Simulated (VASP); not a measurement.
# Te (R-3m) in VASP: further runs

Runs on Te. Level: PBEsol. Tasks: single point, relaxation of cell and atoms.

All numbers are computed with VASP 6.6.1; they aren't measurements. Logs are shortened: lines on timing, memory, paths and dates and some standing lists are left out, and cuts for length are marked.

## 1. The cell of the first run

It takes space group R-3m (No. 166, trigonal). Conventional cell: a = 4.725 Å, b = 4.725 Å, c = 3.945 Å, α = 90.00°, β = 90.00°, γ = 120.00°. Te (site symmetry -3m) has 14 Te at 3.03 to 3.94 Å within 4.0 Å.

## 2. Single point, PBEsol

INCAR

```
PREC = Accurate
ENCUT = 520
EDIFF = 1E-7
ISMEAR = -1
SIGMA = 0.05
LREAL = F
LASPH = T
NELM = 100
ALGO = Normal
ISIF = 2
LWAVE = F
LCHARG = T
GGA = PS
LELF = T
LVHAR = T
NBANDS = 9
```

KPOINTS

```
Automatic mesh
0
Gamma
  9 9 9
```

POSCAR

```
Te
1.0
    2.3626195808      1.3640590510      1.3149473453
   -2.3626195808      1.3640590510      1.3149473453
    0.0000000000     -2.7281181019      1.3149473453
Te
1
Direct
    0.5000000000      0.5000000000      0.5000000000
```

Potentials or basis: VASP PAW PBE potentials, release 64 (Te).

Launch:

```bash
$ cat potpaw_PBE.64/Te/POTCAR > POTCAR
$ mpirun -np 1 vasp_std > vasp.out
```

OUTCAR:

```text
PREC = Accurate
   ENCUT = 520
   EDIFF = 1E-7
   ISMEAR = -1
   LREAL = F
   LASPH = T
   NELM = 100
   ISIF = 2
   GGA = PS

 ion  position               nearest neighbor table
   1  0.500  0.500  0.500-

  LATTYP: Found a trigonal (rhomboedric) cell.
 ALAT       =     3.0284839275
 COS(alpha) =    -0.2172143040

  Lattice vectors:

 A1 = (   2.3626195808,   1.3640590510,   1.3149473453)
 A2 = (  -2.3626195808,   1.3640590510,   1.3149473453)
 A3 = (   0.0000000000,  -2.7281181019,   1.3149473453)

Analysis of symmetry for initial positions (statically):
=====================================================================
 Subroutine PRICEL returns:
 Original cell was already a primitive cell.

 Routine SETGRP: Setting up the symmetry group for a
 trigonal (rhombohedral) supercell.

 Subroutine GETGRP returns: Found 12 space group operations
 (whereof 12 operations were pure point group operations)
 out of a pool of 12 trial point group operations.

The static configuration has the point symmetry D_3d.

Analysis of symmetry for dynamics (positions and initial velocities):
=====================================================================
 Subroutine PRICEL returns:
 Original cell was already a primitive cell.

 Routine SETGRP: Setting up the symmetry group for a
 trigonal (rhombohedral) supercell.

 Subroutine GETGRP returns: Found 12 space group operations
 (whereof 12 operations were pure point group operations)
 out of a pool of 12 trial point group operations.

The dynamic configuration has the point symmetry D_3d.

 Subroutine INISYM returns: Found 12 space group operations
 (whereof 12 operations are pure point group operations),
 and found     1 'primitive' translations

----------------------------------------------------------------------------------------

                                     Primitive cell

  volume of cell :      25.4265

  direct lattice vectors                    reciprocal lattice vectors
     2.362619581  1.364059051  1.314947345     0.211629500  0.122184349  0.253495575
    -2.362619581  1.364059051  1.314947345    -0.211629500  0.122184349  0.253495575
     0.000000000 -2.728118102  1.314947345     0.000000000 -0.244368697  0.253495575

  length of vectors
     3.028483927  3.028483927  3.028483927     0.352102353  0.352102353  0.352102353

  position of ions in fractional coordinates (direct lattice)
     0.500000000  0.500000000  0.500000000

  ion indices of the primitive-cell ions
   primitive index   ion index
                 1           1

----------------------------------------------------------------------------------------

 KPOINTS: Automatic mesh

Automatic generation of k-mesh.
 Grid dimensions read from file:
 generate k-points for:    9    9    9

 Generating k-lattice:

  Cartesian coordinates                     Fractional coordinates (reciprocal lattice)
     0.023514389  0.013576039  0.028166175     0.111111111  0.000000000  0.000000000
    -0.023514389  0.013576039  0.028166175     0.000000000  0.111111111  0.000000000
     0.000000000 -0.027152077  0.028166175     0.000000000  0.000000000  0.111111111

  Length of vectors
     0.039122484  0.039122484  0.039122484

  Shift w.r.t. Gamma in fractional coordinates (k-lattice)
     0.000000000  0.000000000  0.000000000

 Subroutine IBZKPT returns following result:
 ===========================================

 Found     85 irreducible k-points:

 Following reciprocal coordinates:
            Coordinates               Weight
  0.000000  0.000000  0.000000      1.000000
  0.111111  0.000000  0.000000      6.000000
  0.222222  0.000000  0.000000      6.000000
  0.333333 -0.000000  0.000000      6.000000
  0.444444  0.000000  0.000000      6.000000
  0.111111  0.111111  0.000000      6.000000
[... 16 lines left out ...]
 -0.333333  0.333333  0.000000      6.000000
  0.444444  0.444444  0.000000      6.000000
 [... further k-points ...]
   k-points           NKPTS =     85   k-points in BZ     NKDIM =     85   number of bands    NBANDS=      9
   number of dos      NEDOS =    301   number of ions     NIONS =      1
   total plane-waves  NPLWV =  13824
   dimension x,y,z NGX =    24 NGY =   24 NGZ =   24
   dimension x,y,z NGXF=    48 NGYF=   48 NGZF=   48
   ions per type =               1
   NGX,Y,Z   is equivalent  to a cutoff of  13.17, 13.17, 13.17 a.u.
   NGXF,Y,Z  is equivalent  to a cutoff of  26.35, 26.35, 26.35 a.u.
 SYSTEM =  unknown system
   PREC   = accura    normal or accurate (medium, high low for compatibility)
   ISTART =      0    job   : 0-new  1-cont  2-samecut
   ICHARG =      2    charge: 1-file 2-atom 10-const
   ISPIN  =      1    spin polarized calculation?
   LNONCOLLINEAR =      F non collinear calculations
   LSORBIT =      F    spin-orbit coupling
   LASPH  =      T    aspherical Exc in radial PAW
   ENCUT  =  520.0 eV  38.22 Ry    6.18 a.u.   5.63  5.63  5.63*2*pi/ulx,y,z
   NELM   =    100;   NELMIN=  2; NELMDL= -5     # of ELM steps
   EDIFF  = 0.1E-06   stopping-criterion for ELM
   LREAL  =      F    real-space projection
   EDIFFG = 0.1E-05   stopping-criterion for IOM
   NSW    =      0    number of steps for IOM
   IBRION =     -1    ionic relax: 0-MD 1-quasi-New 2-CG
   NFREE  =      0    steps in history (QN), initial steepest desc. (CG)
   ISIF   =      2    stress and relaxation
   ISYM   =      2    0-nonsym 1-usesym 2-fastsym
   POTIM  = 0.5000    time-step for ionic-motion
   TEBEG  =    0.0;   TEEND  =   0.0 temperature during run
   PSTRESS=    0.0 pullay stress
   NELECT =       6.0000    total number of electrons
   NUPDOWN=      -1.0000    fix difference up-down
   EMIN   =  10.00;   EMAX   =-10.00  energy-range for DOS
   EFERMI =   0.00;   METHOD = LEGACY
   ISMEAR =    -1;   SIGMA  =   0.05  broadening in eV -4-tet -1-fermi 0-gaus
   EFERMI_NEDOS =   21; number of points for ismear=-14 and -15
   IALGO  =     38    algorithm
   IMIX   =      4    mixing-type and parameters
     AMIX     =   0.40;   BMIX     =  1.00
     AMIX_MAG =   1.60;   BMIX_MAG =  1.00
  volume/ion in A,a.u.               =      25.43       171.59
  Fermi-wavevector in a.u.,A,eV,Ry     =   1.011649  1.911739 13.924652  1.023433
  Thomas-Fermi vector in A             =   2.144711
   LORBIT       =      0    0 simple, 1 ext, 2 COOP (PROOUT), +10 PAW based schemes
   GGA     = PS    functional components
   LHFCALC =     F    Hartree Fock is set to
   AEXX    =    0.0000 exact exchange contribution
   IVDW    =     0    specifies the selected vdW correction
   LEPSILON=     F    determine dielectric tensor
   LRPA    =     F    only Hartree local field effects (RPA)
 non-spin polarized calculation
  energy-cutoff  :      520.00
  volume of cell :       25.43
 maximum number of plane-waves:       701
   NGX = 11   NGY = 11   NGZ = 11

 number of electron       5.9999999 magnetization

 Free energy of the ion-electron system (eV)
  ---------------------------------------------------
  ext. energy  EPLUGINS =         0.00000000
  ---------------------------------------------------
  free energy    TOTEN  =        -3.35468403 eV

  energy without entropy =       -3.34890128  energy(sigma->0) =       -3.35179266

 E-fermi :   9.5062     XC(G=0): -10.6263

 val. band max:        9.4938824253   @ k =   0.1111   0.1111   0.1111
 cond. band min:       9.6108829599   @ k =   0.3333   0.1111   0.1111
 fundamental gap:      0.1170005346
 Fermi energy:         9.5062161681

 k-point     1 :       0.0000    0.0000    0.0000
  band No.  band energies     occupation
      1      -5.7053      2.00000
      2      11.1454      0.00000
      3      12.7083      0.00000
      4      12.7083      0.00000
      5      16.9553      0.00000
      6      16.9553      0.00000
      7      18.1055      0.00000
      8      23.2239      0.00000
      9      23.2239      0.00000

 k-point     2 :       0.1111    0.0000    0.0000
  band No.  band energies     occupation
      1      -5.4960      2.00000
      2       9.8963      0.00082
      3      11.8466      0.00000
      4      12.6659      0.00000
      5      17.1844      0.00000
      6      17.9460      0.00000
      7      19.5328      0.00000
      8      22.0043      0.00000
      9      22.1666      0.00000

 k-point     3 :       0.2222    0.0000    0.0000
  band No.  band energies     occupation
      1      -4.8850      2.00000
      2       6.9624      2.00000
      3      11.5845      0.00000
      4      12.6106      0.00000
      5      17.4598      0.00000
      6      18.6373      0.00000
      7      19.9528      0.00000
      8      21.2286      0.00000
      9      23.9484      0.00000

 k-point     4 :       0.3333   -0.0000    0.0000
  band No.  band energies     occupation
      1      -3.9552      2.00000
      2       4.2505      2.00000
      3      11.4950      0.00000
      4      12.6290      0.00000
      5      17.0881      0.00000
      6      17.8337      0.00000
      7      21.2423      0.00000
      8      21.9056      0.00000
      9      25.2897      0.00000
[... 205 lines left out ...]
 k-point    22 :      -0.4444    0.3333   -0.0000
  band No.  band energies     occupation
      1      -2.0158      2.00000
      2       4.2226      2.00000
      3       6.6914      2.00000
      4      13.0614      0.00000
      5      13.4673      0.00000
      6      18.5133      0.00000
      7      20.7569      0.00000
      8      21.6226      0.00000
      9      24.6909      0.00000

 k-point    23 :      -0.3333    0.3333    0.0000
  band No.  band energies     occupation
      1      -2.9419      2.00000
      2       5.9283      2.00000
      3       7.2945      2.00000
      4      13.0739      0.00000
      5      13.2287      0.00000
      6      18.7567      0.00000
      7      20.2291      0.00000
      8      20.3268      0.00000
      9      25.6244      0.00000

 k-point    24 :       0.4444    0.4444    0.0000
  band No.  band energies     occupation
      1      -0.8913      2.00000
      2       3.0292      2.00000
      3       5.9038      2.00000
      4      12.8188      0.00000
      5      13.2984      0.00000
      6      18.6516      0.00000
      7      21.8577      0.00000
      8      22.1140      0.00000
      9      23.8750      0.00000

 [... further k-points ...]
[... 5 lines left out ...]
  --------------------------------------------------------------------------------------
  -------------------------------------------------------------------------------------
  Total        1.6059650      1.6059650      1.5839647      0.0000000      0.0000000      0.0000000
  in kB      101.1952348    101.1952348     99.8089496      0.0000000      0.0000000      0.0000000
  external PRESSURE =     100.7331397 kB  Pullay stress =       0.0000000 kB

 VOLUME and BASIS-vectors are now :
 -----------------------------------------------------------------------------
  energy-cutoff  :      520.00
  volume of cell :       25.43
      direct lattice vectors                 reciprocal lattice vectors
     2.362619581  1.364059051  1.314947345     0.211629500  0.122184349  0.253495575
    -2.362619581  1.364059051  1.314947345    -0.211629500  0.122184349  0.253495575
     0.000000000 -2.728118102  1.314947345     0.000000000 -0.244368697  0.253495575

 POSITION                                       TOTAL-FORCE (eV/Angst)
 -----------------------------------------------------------------------------------
      0.00000      0.00000      1.97242         0.000000      0.000000     -0.000000
 -----------------------------------------------------------------------------------
    total drift:                                0.000000      0.000000     -0.000000

  FREE ENERGIE OF THE ION-ELECTRON SYSTEM (eV)
  ---------------------------------------------------
  free  energy   TOTEN  =        -3.3546840304 eV

  energy  without entropy=       -3.3489012838  energy(sigma->0) =       -3.35179266
```

It took 25 s on 1 thread of AMD EPYC 7R13, shared host; peak memory 0.12 GiB.

What came out:

| Item | Value |
| --- | --- |
| Free energy | -3.3547 eV |
| Pressure | 10.1 GPa |
| Band gap on the k mesh | zero (band 3 reaches 12.71 eV, above the bottom of band 4 at 6.39 eV) |

Stress tensor (GPa, compression positive):
```
10.12  0.00  0.00
 0.00 10.12  0.00
 0.00  0.00  9.98
```

Levels at points of the mesh, in eV from the Fermi level:
| k point | band 1 | band 2 | band 3 | band 4 | band 5 | band 6 | band 7 |
| --- | --- | --- | --- | --- | --- | --- | --- |
| (0.00, 0.00, 0.00) | -15.21 | 1.64 | 3.20 | 3.20 | 7.45 | 7.45 | 8.60 |

Caveat: the PAW data sets were made with another functional, which shifts forces and pressure a little; spin-orbit coupling is left out, which moves the levels of the heavy elements.

## 3. Single point, PBEsol

This run uses another cell than the first one, of 27.44 Å³/atom, 1.079 times its volume.

INCAR

```
PREC     = Accurate       # precision mode
ENCUT    = 520            # plane-wave cutoff, eV
EDIFF    = 1E-7           # SCF threshold, eV
ISMEAR   = -1             # smearing method
SIGMA    = 0.05           # smearing width, eV
LREAL    = False          # projectors in reciprocal space
LASPH    = True           # aspherical terms in the spheres
NELM     = 100            # most SCF steps
ALGO     = Normal         # electronic algorithm
ISIF     = 2              # what is computed and relaxed
LWAVE    = False          # write WAVECAR
LCHARG   = False          # write CHGCAR
GGA      = PS             # functional
NBANDS   = 9              # bands
```

KPOINTS

```
regular mesh
0
Gamma
  9 9 9
```

POSCAR

```
Te
1.0
    2.3689618378      1.3677207547      1.4116639116
   -2.3689618378      1.3677207547      1.4116639116
    0.0000000000     -2.7354415095      1.4116639116
Te
1
Direct
    0.5000000000      0.5000000000      0.5000000000
```

Potentials or basis: VASP PAW PBE potentials, release 64 (Te).

Launch:

```bash
$ cat potpaw_PBE.64/Te/POTCAR > POTCAR
$ mpirun -np 1 vasp_std > vasp.out
```

Run time: 25 s. Hardware: 1 thread of AMD EPYC 7R13, shared host; peak memory 0.12 GiB.

Results (log left out):

```yaml
Free_energy: -3.4454 eV
Pressure: 5.1 GPa
Band_gap_on_the_k_mesh: zero (band 3 reaches 11.03 eV, above the bottom of band 4 at 5.70 eV)
```

Stress tensor (GPa, compression positive):
```
5.10 0.00 0.00
0.00 5.10 0.00
0.00 0.00 4.98
```

Levels at points of the mesh, in eV from the Fermi level:
```csv
k point,band 1,band 2,band 3,band 4,band 5,band 6,band 7,band 8
"(0.00, 0.00, 0.00)",-14.75,1.18,2.50,2.50,6.85,6.85,7.72,14.26
```

Caveat: the PAW data sets were made with another functional, which shifts forces and pressure a little; spin-orbit coupling is left out, which moves the levels of the heavy elements.

## 4. Relaxation of cell and atoms, PBEsol, target pressure 20 GPa, at which the enthalpy is minimised

This run uses another cell than the first one, of 31.15 Å³/atom, 1.225 times its volume.

INCAR

```
SYSTEM = Te
ALGO = Normal
EDIFF = 1E-7
EDIFFG = -0.01
ENCUT = 600
GGA = PS
IBRION = 2
ISIF = 3
ISMEAR = -1
LASPH = .TRUE.
LCHARG = .FALSE.
LREAL = .FALSE.
LWAVE = .FALSE.
NELM = 60
NSW = 80
PREC = Accurate
PSTRESS = 200.0
SIGMA = 0.05
```

KPOINTS

```
k-points
0
G
  9 9 9
  0 0 0
```

POSCAR

```
Te
1.0
    2.3059043427      1.3313144930      1.6909537039
   -2.3059043427      1.3313144930      1.6909537039
    0.0000000000     -2.6626289860      1.6909537039
Te
1
Direct
    0.5000000000      0.5000000000      0.5000000000
```

Launch:

```bash
$ cat potpaw_PBE.64/Te/POTCAR > POTCAR
$ mpirun -np 1 vasp_std > vasp.out
```

It took 4.5 min on 1 thread of AMD EPYC 7R13, shared host; peak memory 0.16 GiB.

The run converged. Its results:

```yaml
Free_energy: -3.1414 eV
Relaxed_volume: 23.04 Å³/atom
Relaxed_cell: a = 2.958 Å, b = 2.958 Å, c = 2.958 Å, α = 104.10°, β = 104.10°, γ = 104.10°
Space_group_after_relaxing_to_0.05_Å: R-3m (No. 166)
Energy_change_on_relaxing_the_enthalpy_is_what_falls: +363.7 meV/atom
Ionic_steps: 14
Pressure_after_relaxing: 20.0 GPa
Band_gap_on_the_k_mesh: zero (band 3 reaches 14.98 eV, above the bottom of band 4 at 7.41 eV)
```

The path:
| step | energy change (eV) | largest force (eV/Å) | pressure (GPa) | volume (Å³) |
| --- | --- | --- | --- | --- |
| 1 | 0.0000 | 0.0000 | -0.04 | 31.15 |
| 2 | 3.6052 | 0.0000 | 138.60 | 16.68 |
| 3 | 0.2295 | 0.0000 | 16.43 | 25.80 |
| 4 | 0.2803 | 0.0000 | 18.81 | 25.34 |
| 5 | 0.3069 | 0.0000 | 20.01 | 25.12 |
| 6 | 0.3052 | 0.0000 | 20.16 | 24.99 |
| 7 | 0.2997 | 0.0000 | 19.79 | 24.47 |
| 8 | 0.3911 | 0.0000 | 19.80 | 22.88 |
| 9 | 0.3296 | 0.0000 | 18.99 | 23.35 |
| 10 | 0.3566 | 0.0000 | 19.32 | 23.11 |
| 11 | 0.3389 | 0.0000 | 19.08 | 23.25 |
| 12 | 0.3475 | 0.0000 | 19.21 | 23.18 |
| 13 | 0.4701 | 0.0000 | 24.93 | 22.28 |
| 14 | 0.3637 | 0.0000 | 19.98 | 23.04 |

Final structure:
```yaml
crystal:
  lattice:
    - [2.33224, 1.34652, 1.22299]
    - [-2.33224, 1.34652, 1.22299]
    - [0.00000, -2.69304, 1.22299]
  atoms:
    - { symbol: Te, position: [0.50000, 0.50000, 0.50000] }
```

Levels at points of the mesh, in eV from the Fermi level:
```csv
k point,band 1,band 2,band 3,band 4,band 5,band 6,band 7
"(0.00, 0.00, 0.00)",-16.05,2.25,3.97,3.97,8.05,8.05,9.60
```

Caveat: the cell is relaxed towards a set pressure, so the enthalpy falls and the energy may rise; the volume moved by over 15 % at a fixed basis, so the end points are rough; the PAW data sets were made with another functional, which shifts forces and pressure a little; spin-orbit coupling is left out, which moves the levels of the heavy elements.

(Continued in part 2 of 2.)
